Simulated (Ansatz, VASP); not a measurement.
## Two plane-wave programs on CaO

Contents of INCAR:

```
ALGO = Normal
EDIFF = 1E-7
ENCUT = 520
GGA = PE
ISIF = 2
ISMEAR = -1
LASPH = T
LCHARG = F
LREAL = F
LWAVE = F
NBANDS = 15
NELM = 80
PREC = Accurate
SIGMA = 0.02
```

KPOINTS

```
k-points
0
Gamma
  10 10 10
```

Contents of POSCAR:

```
CaO
1.0
    0.0000000000      2.4145699774      2.4145699774
    2.4145699774      0.0000000000      2.4145699774
    2.4145699774      2.4145699774      0.0000000000
Ca O
1 1
Direct
    0.0000000000      0.0000000000      0.0000000000
    0.5000000000      0.5000000000      0.5000000000
```

Input for Ansatz:

```yaml
crystal:
  lattice:
    - [0.0, 2.4145699774, 2.4145699774]
    - [2.4145699774, 0.0, 2.4145699774]
    - [2.4145699774, 2.4145699774, 0.0]
  atoms:
    - { symbol: Ca, position: [0.0, 0.0, 0.0] }
    - { symbol: O, position: [0.5, 0.5, 0.5] }
kpoints:
  mp_grid: { grid: [10, 10, 10] }
  band_path:
    path:
      - [0.0, 0.0, 0.0]
      - [0.5, 0.0, 0.5]
      - [0.625, 0.25, 0.625]
      - [0.375, 0.375, 0.75]
      - [0.5, 0.5, 0.5]
      - [0.5, 0.25, 0.75]
      - [0.0, 0.5, 0.5]
    npoints: 1
hamiltonian:
  xc: pbe
scf:
  occupations: { method: fermi_dirac, width: 0.02 }
  n_extra_bands: 4
output:
  forces: true
  stress: true
  eigenvalues: true
```

Change from the starting cell: hydrostatic strain +0.7%.

Alike in both runs: task single point; functional PBE; k mesh 10 × 10 × 10; occupations fermi-dirac, width 0.02 eV; no spin polarisation.

|  | VASP | Ansatz |
| --- | --- | --- |
| version | VASP 6.6.1 | Ansatz 0.2.0 |
| potentials or method | VASP PAW PBE potentials, release 64 (Ca_sv, O) | plane waves, PAW |
| plane-wave cutoff (eV) | 520 | 420 |
| valence electrons in the cell | 16 | 16 |

VASP gave:

| Item | Value |
| --- | --- |
| gap on the k mesh at the Fermi level (eV) | 3.64 |
| pressure (GPa) | 0.7 |

Problem. Estimate Ansatz's values.

Solution. gap on the k mesh at the Fermi level (eV): 3.66; pressure (GPa): 0.1.

The functional is the same, so the differences come from potentials, cutoffs and numerics.
